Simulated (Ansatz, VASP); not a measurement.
# Ge in VASP and in Ansatz

File POSCAR:

```
Ge
1.0
   -2.4909037227      2.4936859416      1.3766334741
    2.4936859416     -2.4909037227      1.3766334741
    2.5031341343      2.5031341343     -1.3715378351
Ge
2
Direct
    0.9999145614      0.0000854386      0.0000000000
    0.7500854386      0.2499145614      0.5000000000
```

Contents of INCAR.step1:

```
ALGO     = Normal         # electronic algorithm
EDIFF    = 1E-4           # SCF threshold, eV
ENCUT    = 520            # plane-wave cutoff, eV
GGA      = PE             # functional
ISMEAR   = -1             # smearing method
LASPH    = T              # aspherical terms in the spheres
LCHARG   = F              # write CHGCAR
LREAL    = F              # projectors in reciprocal space
LWAVE    = T              # write WAVECAR
NBANDS   = 21             # bands
NELM     = 100            # most SCF steps
PREC     = Accurate       # precision mode
SIGMA    = 0.1            # smearing width, eV
```

INCAR.step2

```
ALGO     = Normal         # electronic algorithm
EDIFF    = 1E-7           # SCF threshold, eV
ENCUT    = 520            # plane-wave cutoff, eV
ISIF     = 2              # what is computed and relaxed
ISMEAR   = -1             # smearing method
ISTART   = 1            
LASPH    = T              # aspherical terms in the spheres
LCHARG   = F              # write CHGCAR
LMIXTAU  = T            
LREAL    = F              # projectors in reciprocal space
LWAVE    = F              # write WAVECAR
METAGGA  = R2SCAN         # meta-GGA
NBANDS   = 21             # bands
NELM     = 100            # most SCF steps
PREC     = Accurate       # precision mode
SIGMA    = 0.1            # smearing width, eV
```

Contents of KPOINTS:

```
k-points
0
Gamma
  14 14 10
```

Input for Ansatz:

```yaml
crystal:
  lattice:
    - [-2.4909037227, 2.4936859416, 1.3766334741]
    - [2.4936859416, -2.4909037227, 1.3766334741]
    - [2.5031341343, 2.5031341343, -1.3715378351]
  atoms:
    - { symbol: Ge, position: [0.9999145614, 8.54386e-05, 0.0] }
    - { symbol: Ge, position: [0.7500854386, 0.2499145614, 0.5] }
hamiltonian:
  xc: r2scan
  pseudopotentials:
    kind: paw
    azcp:
      Ge: "pseudopotentials/Ge.paw.azcp"
basis:
  ecutwfc: 500
  fft_grid_basis: typed
kpoints:
  mp_grid: { grid: [14, 14, 10], shift: [0, 0, 0] }
magnetization:
  spin_polarized: false
scf:
  occupations: { method: fermi_dirac, width: 0.1 }
  lower_state_search: "off"
output:
  stress: true
  write_density: true
  write_potential: true
  elf: true
  volumetric_format: npy
```

Alike in both runs: task single point; functional r2SCAN; k mesh 14 × 14 × 10; occupations fermi-dirac, width 0.1 eV; no spin polarisation.

|  | VASP | Ansatz |
| --- | --- | --- |
| version | VASP 6.6.1 | Ansatz 0.2.0 |
| potentials or method | VASP PAW PBE potentials, release 64 (Ge_d), cutoff 520 eV | plane waves (500 eV) with PAW, scalar-relativistic |
| valence electrons in the cell | 28 | 28 |

Ansatz gave:

```
pressure (GPa)                                                : 7.7
traceless stress, the component that is largest in VASP (GPa) : -0.51
```

Q: Which values does VASP return?

A: Pressure (GPa): 7.5; traceless stress, the component that is largest in VASP (GPa): -0.52.

VASP's potentials were made for PBE, not for r2SCAN.
